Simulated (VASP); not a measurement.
Set up this calculation in VASP 6.6.1, as the native input.

- Task: single point
- Functional: PBEsol
- Potentials or basis: VASP PAW PBE potentials, release 64 (Bi_d)
- Cutoff: 500 eV
- k mesh: 16 × 16 × 16
- Occupations: gaussian, width 0.1 eV
- Spin: no spin polarisation
- Dipole correction: no
- Further INCAR settings: ALGO = Normal; EDIFF = 1e-06; NBANDS = 14

The structure of Bi lies in POSCAR:

```
Bi
1.0
   -1.9154712711      1.9154712711      1.9154712711
    1.9154712711     -1.9154712711      1.9154712711
    1.9154712711      1.9154712711     -1.9154712711
Bi
1
Direct
    0.0000000000      0.0000000000      0.0000000000
```

This isn't the form of Bi at room conditions, which is rhombohedral.

One way to write it, as run:

INCAR

```
SYSTEM = Bi
  ALGO = Normal
  EDIFF = 1E-6
  ENCUT = 500
  GGA = PS
  GGA_COMPAT = .FALSE.
  ISIF = 2
  ISMEAR = 0
  LASPH = .TRUE.
  LCHARG = .FALSE.
  LREAL = .FALSE.
  LWAVE = .FALSE.
  NBANDS = 14
  NELM = 120
  PREC = Accurate
  SIGMA = 0.1
```

KPOINTS

```
k-points
0
G
  16 16 16
  0 0 0
```

Potentials or basis: VASP PAW PBE potentials, release 64 (Bi_d).

Command:

```console
$ cat potpaw_PBE.64/Bi_d/POTCAR > POTCAR
$ mpirun -np 1 vasp_std > vasp.out
```

It gave:

```yaml
Pressure: 4.4 GPa
Band_gap_on_the_k_mesh: zero (an odd number of electrons rules out a gap without spin polarisation)
```

Caveat: the cell stands under pressure; the PAW data sets were made with another functional, which shifts forces and pressure a little; spin-orbit coupling is left out, which moves the levels of the heavy elements.

It took 18 s on 1 thread of Intel(R) Xeon(R) Platinum 8259CL CPU @ 2.50GHz (Skylake/Cascade Lake), on a shared host, peak memory 0.17 GiB.
